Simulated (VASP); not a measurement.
# Be (P6_3/mmc) in VASP: a series of runs

Be is run at these levels: r2SCAN; tasks: relaxation of shape and atoms at fixed volume, relaxation of cell and atoms.

All numbers are computed with VASP 6.6.1; they aren't measurements. Logs are shortened: lines on timing, memory, paths and dates and some standing lists are left out, and cuts for length are marked.

**1. The cell of the first run**

It takes space group P6_3/mmc (No. 194, hexagonal). Conventional cell: a = 2.241 Å, b = 2.241 Å, c = 3.527 Å, α = 90.00°, β = 90.00°, γ = 120.00°. Be (site symmetry -6m2) has 12 Be at 2.19 to 2.24 Å within 2.9 Å.

**2. Relaxation of shape and atoms at fixed volume, r2SCAN (7.67 Å³/atom)**

The input, POSCAR:

```
Be
1.0
    2.2411819439      0.0000000000      0.0000000000
   -1.1205909720      1.9409204979      0.0000000000
    0.0000000000      0.0000000000      3.5272153156
Be
2
Direct
    0.3333333333      0.6666666667      0.2500000000
    0.6666666667      0.3333333333      0.7500000000
```

The input, INCAR.step1:

```
PREC = Accurate ; ENCUT = 600
ISMEAR = 0 ; SIGMA = 0.1
LREAL = F ; LASPH = T
NELM = 80 ; GGA = PE
ALGO = Normal ; EDIFF = 1E-4
LWAVE = T ; LCHARG = F
```

The input, INCAR.step2:

```
PREC = Accurate ; ENCUT = 600
EDIFF = 1E-6 ; ISMEAR = 0
SIGMA = 0.1 ; LREAL = F
LASPH = T ; NELM = 80
ALGO = Normal ; ISIF = 4
LWAVE = F ; LCHARG = F
METAGGA = R2SCAN ; LMIXTAU = T
IBRION = 2 ; NSW = 50
EDIFFG = -0.01 ; ISTART = 1
```

The input, KPOINTS:

```
regular mesh
0
Gamma
  24 24 12
```

Potentials or basis: VASP PAW PBE potentials, release 64 (Be).

Run with:

```console
cat potpaw_PBE.64/Be/POTCAR > POTCAR
cp INCAR.step1 INCAR
mpirun -np 1 vasp_std > vasp.out
cp INCAR.step2 INCAR
mpirun -np 1 vasp_std > vasp.out
```

OUTCAR:

```text
PREC = Accurate
   ENCUT = 600
   EDIFF = 1E-6
   ISMEAR = 0
   LREAL = F
   LASPH = T
   NELM = 80
   ISIF = 4
   METAGGA = R2SCAN
   IBRION = 2
   NSW = 50
   EDIFFG = -0.01
   ISTART = 1

 ion  position               nearest neighbor table
   1  0.333  0.667  0.250-   2 2.19   2 2.19   2 2.19   2 2.19   2 2.19   2 2.19
   2  0.667  0.333  0.750-   1 2.19   1 2.19   1 2.19   1 2.19   1 2.19   1 2.19

  LATTYP: Found a hexagonal cell.
 ALAT       =     2.2411819439
 C/A-ratio  =     1.5738192632

  Lattice vectors:

 A1 = (   2.2411819439,   0.0000000000,   0.0000000000)
 A2 = (  -1.1205909720,   1.9409204979,   0.0000000000)
 A3 = (   0.0000000000,   0.0000000000,   3.5272153156)

Analysis of symmetry for initial positions (statically):
=====================================================================
 Subroutine PRICEL returns:
 Original cell was already a primitive cell.

 Routine SETGRP: Setting up the symmetry group for a
 hexagonal supercell.

 Subroutine GETGRP returns: Found 24 space group operations
 (whereof 12 operations were pure point group operations)
 out of a pool of 24 trial point group operations.

The static configuration has the point symmetry D_3d.
 The point group associated with its full space group is D_6h.

Analysis of symmetry for dynamics (positions and initial velocities):
=====================================================================
 Subroutine PRICEL returns:
 Original cell was already a primitive cell.

 Routine SETGRP: Setting up the symmetry group for a
 hexagonal supercell.

 Subroutine GETGRP returns: Found 24 space group operations
 (whereof 12 operations were pure point group operations)
 out of a pool of 24 trial point group operations.

The dynamic configuration has the point symmetry D_3d.
 The point group associated with its full space group is D_6h.

 Subroutine INISYM returns: Found 24 space group operations
 (whereof 12 operations are pure point group operations),
 and found     1 'primitive' translations

----------------------------------------------------------------------------------------

                                     Primitive cell

  volume of cell :      15.3432

  direct lattice vectors                    reciprocal lattice vectors
     2.241181944  0.000000000  0.000000000     0.446193136  0.257609727  0.000000000
    -1.120590972  1.940920498  0.000000000     0.000000000  0.515219454  0.000000000
     0.000000000  0.000000000  3.527215316     0.000000000  0.000000000  0.283509769

  length of vectors
     2.241181944  2.241181944  3.527215316     0.515219454  0.515219454  0.283509769

  position of ions in fractional coordinates (direct lattice)
     0.333333333  0.666666667  0.250000000
     0.666666667  0.333333333  0.750000000

  ion indices of the primitive-cell ions
   primitive index   ion index
                 1           1
                 2           2

----------------------------------------------------------------------------------------

 KPOINTS: regular mesh

Automatic generation of k-mesh.
 Grid dimensions read from file:
 generate k-points for:   24   24   12

 Generating k-lattice:

  Cartesian coordinates                     Fractional coordinates (reciprocal lattice)
     0.018591381  0.010733739  0.000000000     0.041666667 -0.000000000  0.000000000
     0.000000000  0.021467477  0.000000000     0.000000000  0.041666667  0.000000000
     0.000000000  0.000000000  0.023625814     0.000000000  0.000000000  0.083333333
[... 57 lines left out ...]
   EDIFF  = 0.1E-05   stopping-criterion for ELM
   LREAL  =      F    real-space projection
   EDIFFG = -.1E-01   stopping-criterion for IOM
   NSW    =     50    number of steps for IOM
   IBRION =      2    ionic relax: 0-MD 1-quasi-New 2-CG
   NFREE  =      1    steps in history (QN), initial steepest desc. (CG)
   ISIF   =      4    stress and relaxation
   ISYM   =      2    0-nonsym 1-usesym 2-fastsym
   POTIM  = 0.5000    time-step for ionic-motion
   TEBEG  =    0.0;   TEEND  =   0.0 temperature during run
   PSTRESS=    0.0 pullay stress
   NELECT =       4.0000    total number of electrons
   NUPDOWN=      -1.0000    fix difference up-down
   EMIN   =  10.00;   EMAX   =-10.00  energy-range for DOS
   EFERMI =   0.00;   METHOD = LEGACY
   ISMEAR =     0;   SIGMA  =   0.10  broadening in eV -4-tet -1-fermi 0-gaus
   EFERMI_NEDOS =   21; number of points for ismear=-14 and -15
   IALGO  =     38    algorithm
   IMIX   =      4    mixing-type and parameters
     AMIX     =   0.40;   BMIX     =  1.00
     AMIX_MAG =   1.60;   BMIX_MAG =  1.00
  volume/ion in A,a.u.               =       7.67        51.77
  Fermi-wavevector in a.u.,A,eV,Ry     =   1.045817  1.976308 14.881156  1.093734
  Thomas-Fermi vector in A             =   2.180629
   LORBIT       =      0    0 simple, 1 ext, 2 COOP (PROOUT), +10 PAW based schemes
   METAGGA = R2SCAN    functional components
   LHFCALC =     F    Hartree Fock is set to
   AEXX    =    0.0000 exact exchange contribution
   IVDW    =     0    specifies the selected vdW correction
   LEPSILON=     F    determine dielectric tensor
   LRPA    =     F    only Hartree local field effects (RPA)
 conjugate gradient relaxation of ions
 non-spin polarized calculation
 Gauss-broadening in eV      SIGMA  =   0.10
  energy-cutoff  :      600.00
  volume of cell :       15.34
 maximum number of plane-waves:       537
 NGX is ok and might be reduce to    18
   NGX =  9   NGY =  9   NGZ = 15

--------------------------------------- Ionic step        1  -------------------------------------------

 number of electron       4.0000000 magnetization

 Free energy of the ion-electron system (eV)
  ---------------------------------------------------
  ext. energy  EPLUGINS =         0.00000000
  ---------------------------------------------------
  free energy    TOTEN  =        -8.67322450 eV

  energy without entropy =       -8.67223846  energy(sigma->0) =       -8.67273148

------------------------ aborting loop because EDIFF is reached ----------------------------------------

  FORCE on cell =-STRESS in cart. coord.  units (eV):
  Direction    XX          YY          ZZ          XY          YZ          ZX
  --------------------------------------------------------------------------------------
  -------------------------------------------------------------------------------------
  Total        0.3815078      0.3815078      0.4444015     -0.0000000      0.0000000      0.0000000
  in kB       39.8379642     39.8379642     46.4054789     -0.0000000      0.0000000      0.0000000
  external PRESSURE =      42.0271358 kB  Pullay stress =       0.0000000 kB

 VOLUME and BASIS-vectors are now :
 -----------------------------------------------------------------------------
  energy-cutoff  :      600.00
  volume of cell :       15.34
      direct lattice vectors                 reciprocal lattice vectors
     2.241181944  0.000000000  0.000000000     0.446193136  0.257609727  0.000000000
    -1.120590972  1.940920498  0.000000000     0.000000000  0.515219454  0.000000000
     0.000000000  0.000000000  3.527215316     0.000000000  0.000000000  0.283509769

 POSITION                                       TOTAL-FORCE (eV/Angst)
 -----------------------------------------------------------------------------------
     -0.00000      1.29395      0.88180         0.000000     -0.000000      0.000000
      1.12059      0.64697      2.64541        -0.000000      0.000000      0.000000
 -----------------------------------------------------------------------------------
    total drift:                                0.000000     -0.000000      0.000000

  FREE ENERGIE OF THE ION-ELECTRON SYSTEM (eV)
  ---------------------------------------------------
  free  energy   TOTEN  =        -8.6732244972 eV

  energy  without entropy=       -8.6722384619  energy(sigma->0) =       -8.67273148

--------------------------------------- Ionic step        2  -------------------------------------------

 number of electron       4.0000000 magnetization

 Free energy of the ion-electron system (eV)
  ---------------------------------------------------
  ext. energy  EPLUGINS =         0.00000000
  ---------------------------------------------------
  free energy    TOTEN  =        -8.67325923 eV

  energy without entropy =       -8.67225107  energy(sigma->0) =       -8.67275515

 E-fermi :   7.3296     XC(G=0): -11.3665

 val. band max:        7.2971862030   @ k =   0.2917   0.2917   0.0833
 cond. band min:       7.3442349825   @ k =   0.2917   0.2917   0.0000
 fundamental gap:      0.0470487795
 Fermi energy:         7.3296472112

 k-point     1 :       0.0000    0.0000    0.0000
  band No.  band energies     occupation
      1      -5.0382      2.00000
      2       2.5012      2.00000
      3       8.5241      0.00000
      4      25.1302      0.00000
      5      25.1302      0.00000
      6      28.2178      0.00000
[... 199 lines left out ...]
 k-point    24 :       0.4583    0.0417    0.0000
  band No.  band energies     occupation
      1       1.7466      2.00000
      2       4.2056      2.00000
      3      11.2212      0.00000
      4      14.5475      0.00000
      5      14.7191      0.00000
      6      16.5739      0.00000

 [... further k-points ...]

------------------------ aborting loop because EDIFF is reached ----------------------------------------

  FORCE on cell =-STRESS in cart. coord.  units (eV):
  Direction    XX          YY          ZZ          XY          YZ          ZX
  --------------------------------------------------------------------------------------
  -------------------------------------------------------------------------------------
  Total        0.3986817      0.3986817      0.4052377     -0.0000000      0.0000000      0.0000000
  in kB       41.6313117     41.6313117     42.3158958     -0.0000000      0.0000000      0.0000000
  external PRESSURE =      41.8595064 kB  Pullay stress =       0.0000000 kB

 VOLUME and BASIS-vectors are now :
 -----------------------------------------------------------------------------
  energy-cutoff  :      600.00
  volume of cell :       15.34
      direct lattice vectors                 reciprocal lattice vectors
     2.240049166 -0.000000000  0.000000000     0.446418773  0.257739999 -0.000000000
    -1.120024583  1.939939483  0.000000000     0.000000000  0.515479998 -0.000000000
     0.000000000  0.000000000  3.530783597     0.000000000  0.000000000  0.283223248

 POSITION                                       TOTAL-FORCE (eV/Angst)
 -----------------------------------------------------------------------------------
     -0.00000      1.29329      0.88270        -0.000000     -0.000000      0.000000
      1.12002      0.64665      2.64809         0.000000      0.000000      0.000000
 -----------------------------------------------------------------------------------
    total drift:                                0.000000     -0.000000      0.000000

  FREE ENERGIE OF THE ION-ELECTRON SYSTEM (eV)
  ---------------------------------------------------
  free  energy   TOTEN  =        -8.6732592274 eV

  energy  without entropy=       -8.6722510686  energy(sigma->0) =       -8.67275515

 reached required accuracy - stopping structural energy minimisation
```

It took 3.4 min on 1 thread of Intel Xeon 8259CL, shared host; peak memory 0.16 GiB.

Results:

* Free energy: -8.6733 eV
* Energy gained by relaxing: 0.0 meV/atom
* Ionic steps: 2
* Pressure after relaxing: 4.2 GPa
* Band gap on the k mesh: zero (bands 2 and 3 overlap by 2.24 eV)

Final structure:
```cif
data_structure
_symmetry_space_group_name_H-M 'P 1'
_symmetry_Int_Tables_number 1
_cell_length_a 2.2400
_cell_length_b 2.2400
_cell_length_c 3.5308
_cell_angle_alpha 90.000
_cell_angle_beta 90.000
_cell_angle_gamma 120.000
_cell_volume 15.34
loop_
_atom_site_label
_atom_site_type_symbol
_atom_site_fract_x
_atom_site_fract_y
_atom_site_fract_z
_atom_site_occupancy
Be1 Be 0.33333 0.66667 0.25000 1
Be2 Be 0.66667 0.33333 0.75000 1
```

Caveat: the PAW data sets were made with another functional, which shifts forces and pressure a little.

**3. Relaxation of cell and atoms, r2SCAN**

This run uses another cell than the first one, of 8.11 Å³/atom.

The input, POSCAR:

```
Be
1.0
    2.2853000000      0.0000000000      0.0000000000
   -1.1426500000      1.9791278553      0.0000000000
    0.0000000000      0.0000000000      3.5842000000
Be
2
Direct
    0.3333333333      0.6666666667      0.2500000000
    0.6666666667      0.3333333333      0.7500000000
```

The input, INCAR.step1:

```
SYSTEM = Be
PREC = Accurate
ENCUT = 600
ISMEAR = 0
SIGMA = 0.1
LREAL = .FALSE.
LASPH = .TRUE.
NELM = 100
GGA = PE
ALGO = Normal
EDIFF = 1E-4
LWAVE = .TRUE.
LCHARG = .FALSE.
```

The input, INCAR.step2:

```
SYSTEM = Be
PREC = Accurate
ENCUT = 600
EDIFF = 1E-6
ISMEAR = 0
SIGMA = 0.1
LREAL = .FALSE.
LASPH = .TRUE.
NELM = 100
ALGO = Normal
ISIF = 3
LWAVE = .FALSE.
LCHARG = .FALSE.
METAGGA = R2SCAN
LMIXTAU = .TRUE.
IBRION = 2
NSW = 100
EDIFFG = -0.005
ISTART = 1
```

The input, KPOINTS:

```
Automatic mesh
0
G
  24 24 12
  0 0 0
```

Potentials or basis: VASP PAW PBE potentials, release 64 (Be).

Run with:

```console
cat potpaw_PBE.64/Be/POTCAR > POTCAR
cp INCAR.step1 INCAR
mpirun -np 1 vasp_std > vasp.out
cp INCAR.step2 INCAR
mpirun -np 1 vasp_std > vasp.out
```

Wall time 8.6 min (1 thread of Intel Xeon 8259CL, shared host); peak memory 0.17 GiB.

Results (log left out):

| Quantity | Value |
| --- | --- |
| Free energy | -8.6796 eV |
| Relaxed volume | 7.92 Å³/atom |
| Relaxed cell | a = 2.265 Å, b = 2.265 Å, c = 3.565 Å, α = 90.00°, β = 90.00°, γ = 120.00° |
| Space group after relaxing (to 0.1 Å) | P6_3/mmc (No. 194) |
| Energy gained by relaxing | 1.7 meV/atom |
| Ionic steps | 5 |
| Pressure after relaxing | 0.0 GPa |
| Band gap on the k mesh | zero (bands 2 and 3 overlap by 2.21 eV) |

Step by step:
```tsv
step	energy change (eV)	largest force (eV/Å)	pressure (GPa)	volume (Å³)
1	0.0000	0.0000	-2.72	16.21
2	-0.0033	0.0000	-0.36	15.89
3	-0.0033	0.0000	0.01	15.84
4	-0.0033	0.0000	0.06	15.84
5	-0.0033	0.0000	0.03	15.84
```

Final structure:
```
Be
1.0
     2.26487    0.00000    0.00000
    -1.13244    1.96144    0.00000
     0.00000    0.00000    3.56505
Be
2
Direct
  0.33333 0.66667 0.25000
  0.66667 0.33333 0.75000
```

Levels at points of the mesh, in eV from the Fermi level:
| k point | band 1 | band 2 | band 3 | band 4 | band 5 |
| --- | --- | --- | --- | --- | --- |
| (0.00, 0.00, 0.00) | -12.18 | -4.69 | 1.11 | 17.35 | 17.35 |
| (0.50, 0.00, 0.00) | -5.35 | -3.32 | 3.97 | 6.82 | 7.25 |
| (0.00, 0.00, 0.50) | -9.85 | -9.85 | 11.46 | 11.46 | 19.16 |
| (0.50, 0.00, 0.50) | -3.81 | -3.81 | 1.59 | 1.59 | 13.02 |

Caveat: the PAW data sets were made with another functional, which shifts forces and pressure a little.

**4. Relaxation of shape and atoms at fixed volume, r2SCAN (8.15 Å³/atom)**

This run uses another cell than the first one, of 8.15 Å³/atom.

The input, POSCAR:

```
Be
1.0
    2.2864705486      0.0000000000      0.0000000000
   -1.1432352743      1.9801415801      0.0000000000
    0.0000000000      0.0000000000      3.5984913940
Be
2
Direct
    0.3333333333      0.6666666667      0.2500000000
    0.6666666667      0.3333333333      0.7500000000
```

The input, INCAR.step1:

```
PREC = Accurate
ENCUT = 600
ISMEAR = 0
SIGMA = 0.1
LREAL = False
LASPH = True
NELM = 80
GGA = PE
ALGO = Normal
EDIFF = 1E-4
LWAVE = True
LCHARG = False
```

The input, INCAR.step2:

```
PREC = Accurate
ENCUT = 600
EDIFF = 1E-6
ISMEAR = 0
SIGMA = 0.1
LREAL = False
LASPH = True
NELM = 80
ALGO = Normal
ISIF = 4
LWAVE = False
LCHARG = False
METAGGA = R2SCAN
LMIXTAU = True
IBRION = 2
NSW = 50
EDIFFG = -0.01
ISTART = 1
```

The input, KPOINTS:

```
regular mesh
0
Gamma
  24 24 12
```

Run with:

```console
cat potpaw_PBE.64/Be/POTCAR > POTCAR
cp INCAR.step1 INCAR
mpirun -np 1 vasp_std > vasp.out
cp INCAR.step2 INCAR
mpirun -np 1 vasp_std > vasp.out
```

Wall time 3.7 min (1 thread of Intel Xeon 8259CL, shared host); peak memory 0.17 GiB.

Results (log left out):

```yaml
Free_energy: -8.6748 eV
Energy_gained_by_relaxing: 0.0 meV/atom
Ionic_steps: 2
Pressure_after_relaxing: -3.3 GPa
Band_gap_on_the_k_mesh: zero (bands 2 and 3 overlap by 2.18 eV)
```

Final structure:
```
Be
1.0
     2.28722    0.00000    0.00000
    -1.14361    1.98079    0.00000
     0.00000    0.00000    3.59613
Be
2
Cartesian
  0.0000 1.3205 0.8990
  1.1436 0.6603 2.6971
```

Levels at points of the mesh, in eV from the Fermi level:
```tsv
k point	band 1	band 2	band 3	band 4	band 5	band 6
(0.00, 0.00, 0.00)	-12.02	-4.58	1.04	16.97	16.97	19.95
(0.50, 0.00, 0.00)	-5.24	-3.30	3.91	6.72	7.07	10.01
(0.00, 0.00, 0.50)	-9.70	-9.70	11.25	11.25	18.73	18.73
(0.50, 0.00, 0.50)	-3.73	-3.73	1.50	1.50	12.75	12.75
```

Caveat: the PAW data sets were made with another functional, which shifts forces and pressure a little.

**5. Overview**

```tsv
task	cell	gap on the mesh (eV)	pressure (GPa)
relaxation of shape and atoms at fixed volume	relaxed from a = 2.241, b = 2.241, c = 3.527 Å, angles 90.0, 90.0, 120.0°, 2 atoms	none	4.2
relaxation of cell and atoms	relaxed from a = 2.285, b = 2.285, c = 3.584 Å, angles 90.0, 90.0, 120.0°, 2 atoms	none	0.0
relaxation of shape and atoms at fixed volume	relaxed from a = 2.286, b = 2.286, c = 3.598 Å, angles 90.0, 90.0, 120.0°, 2 atoms	none	-3.3
```

Alike in all rows: level r2SCAN; potentials or basis VASP PAW PBE potentials, release 64 (Be); no spin polarisation; k mesh 24 × 24 × 12; cutoff (eV) 600; smearing gaussian 0.1 eV.

Caveats: the PAW data sets were made with another functional, which shifts forces and pressure a little.

Absolute energies hang on the potentials; compare differences alone.

The gap in the log of VASP goes by the Fermi energy; the results here count the filled bands.